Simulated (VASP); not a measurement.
Write the native input for VASP 6.6.1 that does the following.

```
Task                   : relaxation of cell and atoms
Functional             : PBE
Potentials or basis    : VASP PAW PBE potentials, release 64 (Ag, O)
Cutoff                 : 600 eV
k mesh                 : 8 × 8 × 8
Occupations            : gaussian, width 0.1 eV
Spin                   : no spin polarisation
Dipole correction      : no
Further INCAR settings : ALGO = Fast; EDIFF = 1e-06; IBRION = 2; EDIFFG = -0.01; NSW = 100; ISIF = 3
```

The structure of Ag4O3 lies in POSCAR:

```
Ag4O3
1.0
    4.8736728500      0.0000000000      0.0000000000
    0.0000000000      4.8736728500      0.0000000000
    0.0000000000      0.0000000000      4.8736728500
Ag O
4 3
Direct
    0.7206873300      0.7206873300      0.7206873300
    0.2793126700      0.2793126700      0.7206873300
    0.2793126700      0.7206873300      0.2793126700
    0.7206873300      0.2793126700      0.2793126700
    0.0000000000      0.0000000000      0.5000000000
    0.5000000000      0.0000000000      0.0000000000
    0.0000000000      0.5000000000      0.0000000000
```

The cell was generated, and may not be a known phase.

One way to write it, as run:

INCAR

```
SYSTEM = Ag4O3
PREC = Accurate ; ENCUT = 600
EDIFF = 1E-6 ; ISMEAR = 0
SIGMA = 0.1 ; LREAL = .False.
LASPH = .True. ; NELM = 100
ALGO = Fast ; ISIF = 3
LWAVE = .False. ; LCHARG = .False.
GGA = PE ; IBRION = 2
NSW = 100 ; EDIFFG = -0.01
```

KPOINTS

```
regular mesh
0
Gamma
  8 8 8
  0 0 0
```

Potentials or basis: VASP PAW PBE potentials, release 64 (Ag, O).

Launch:

```sh
$ cat potpaw_PBE.64/Ag/POTCAR potpaw_PBE.64/O/POTCAR > POTCAR
$ mpirun -np 1 vasp_std > vasp.out
```

Results of the run:

* Relaxed volume: 15.57 Å³/atom
* Relaxed cell: a = 4.777 Å, b = 4.777 Å, c = 4.777 Å, α = 90.00°, β = 90.00°, γ = 90.00°
* Space group after relaxing (to 0.1 Å): P-43m (No. 215)
* Energy gained by relaxing: 12.8 meV/atom
* Ionic steps: 9
* Pressure after relaxing: 0.0 GPa
* Largest force after relaxing: 0.003 eV/Å
* Band gap on the k mesh: zero (bands 31 and 32 overlap by 0.60 eV)

It took 21 min on 1 thread of Oxide Virtual Turin-like Processor, on a shared host, peak memory 0.31 GiB.
